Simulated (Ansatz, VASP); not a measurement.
**Two plane-wave programs on Sn2C3**

INCAR

```
PREC = Accurate ; ENCUT = 600
EDIFF = 1E-6 ; ISMEAR = 0
SIGMA = 0.1 ; LREAL = False
LASPH = True ; NELM = 120
ALGO = Normal ; ISIF = 2
LWAVE = False ; LCHARG = True
GGA = PE ; LELF = True
LVHAR = True ; NBANDS = 51
GGA_COMPAT = False
```

The input KPOINTS:

```
regular mesh
0
Gamma
  6 6 2
```

Contents of POSCAR:

```
Sn2C3
1.0
    4.2473832322      0.0000000000      0.0000000000
   -2.1236916161      3.6783417787      0.0000000000
    0.0000000000      0.0000000000     13.6127178251
Sn C
4 6
Direct
    0.0000000000      0.0000000000      0.7070204432
    0.6666666667      0.3333333333      0.5709714990
    0.0000000000      0.0000000000      0.2929795568
    0.3333333333      0.6666666667      0.4290285010
    0.6671394986      0.0000000000      0.0000000000
    0.6671394986      0.6671394986      0.0000000000
    0.0000000000      0.6671394986      0.0000000000
    0.3328605014      0.3328605014      0.0000000000
    0.0000000000      0.3328605014      0.0000000000
    0.3328605014      0.0000000000      0.0000000000
```

Input for Ansatz:

```yaml
crystal:
  lattice:
    - [4.2473832322, 0.0, 0.0]
    - [-2.1236916161, 3.6783417787, 0.0]
    - [0.0, 0.0, 13.6127178251]
  atoms:
    - { symbol: Sn, position: [0.0, 0.0, 0.7070204432] }
    - { symbol: Sn, position: [0.6666666667, 0.3333333333, 0.570971499] }
    - { symbol: Sn, position: [0.0, 0.0, 0.2929795568] }
    - { symbol: Sn, position: [0.3333333333, 0.6666666667, 0.429028501] }
    - { symbol: C, position: [0.6671394986, 0.0, 0.0] }
    - { symbol: C, position: [0.6671394986, 0.6671394986, 0.0] }
    - { symbol: C, position: [0.0, 0.6671394986, 0.0] }
    - { symbol: C, position: [0.3328605014, 0.3328605014, 0.0] }
    - { symbol: C, position: [0.0, 0.3328605014, 0.0] }
    - { symbol: C, position: [0.3328605014, 0.0, 0.0] }
basis:
  ecutwfc: 420
kpoints:
  mp_grid: { grid: [6, 6, 2] }
hamiltonian:
  xc: pbe
scf:
  occupations: { method: gaussian, width: 0.1 }
  lower_state_search: "off"
output:
  forces: true
  stress: true
  eigenvalues: true
```

Alike in both runs: task single point; functional PBE; k mesh 6 × 6 × 2; occupations gaussian, width 0.1 eV; no spin polarisation.

```csv
,VASP,Ansatz
version,VASP 6.6.1,Ansatz 0.2.0
potentials or method,"VASP PAW PBE potentials, release 64 (Sn_d, C), cutoff 600 eV","scalar-relativistic, plane waves, PAW"
valence electrons in the cell,80,80
```

|  | VASP | Ansatz | Ansatz less VASP |
| --- | --- | --- | --- |
| gap on the k mesh at the Fermi level (eV) | none | none | - |
| pressure (GPa) | -0.1 | -0.1 | 0.00 |
| traceless stress, the component that is largest in VASP (GPa) | 0.39 | 0.49 | +0.099 |
| rms of the force components (eV/Å) | 0.085 | 0.085 | -0.0005 |

Atom by atom the forces differ by 0.001 eV/Å (rms over components). A gap of «none» marks a metal or a gap that the smearing closes.
